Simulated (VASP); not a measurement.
# GaP: single point with PBE

The system is GaP.

```
CELL_PARAMETERS angstrom
0.00000 2.56174 2.72525
2.72525 0.00000 2.72525
2.72525 2.56174 0.00000
ATOMIC_POSITIONS crystal
Ga 0.00000 0.00000 0.00000
P 0.75000 0.75000 0.75000
```

This cell differs from its parent crystal: strain -0.0600 x Voigt [0, 1, 0, 0, 0, 0].

```yaml
Program: VASP 6.6.1
Task: single point
Functional: PBE
Potentials_or_basis: VASP PAW PBE potentials, release 64 (Ga_d, P)
Cutoff: 520 eV
k_mesh: 8 × 8 × 8
Occupations: gaussian, width 0.05 eV
Spin: no spin polarisation
```

The pressure is 8.5 GPa. The band gap on the k mesh is 0.94 eV, indirect (least direct gap 2.10 eV).

Stress tensor (GPa, compression positive):
```
 7.15  0.00  0.00
 0.00 11.12  0.00
 0.00  0.00  7.15
```

Levels at points of the mesh, in eV from the valence-band top:
| k point | band 5 | band 6 | band 7 | band 8 | band 9 | band 10 | band 11 | band 12 | band 13 | band 14 |
| --- | --- | --- | --- | --- | --- | --- | --- | --- | --- | --- |
| (0.00, 0.00, 0.00) | -14.77 | -13.18 | -0.33 | -0.33 | 0.00 | 2.10 | 3.59 | 3.72 | 3.72 | 8.84 |
| (0.50, 0.00, 0.00) | -14.75 | -10.90 | -7.21 | -1.68 | -1.17 | 1.56 | 4.23 | 4.85 | 8.22 | 10.97 |
| (0.50, 0.50, 0.00) | -14.75 | -10.03 | -7.41 | -2.98 | -2.93 | 1.47 | 1.75 | 10.54 | 10.65 | 11.27 |
| (0.50, 0.00, 0.50) | -14.73 | -9.72 | -6.97 | -3.41 | -3.41 | 1.01 | 1.13 | 10.79 | 10.79 | 11.91 |

It took 27 s on 1 thread of Intel(R) Xeon(R) Platinum 8488C (Sapphire Rapids), with other jobs on the host, peak memory 0.18 GiB.

Caveat: the cell differs from its parent crystal (strain -0.0600 x Voigt [0, 1, 0, 0, 0, 0]). A k mesh can miss the band edges.
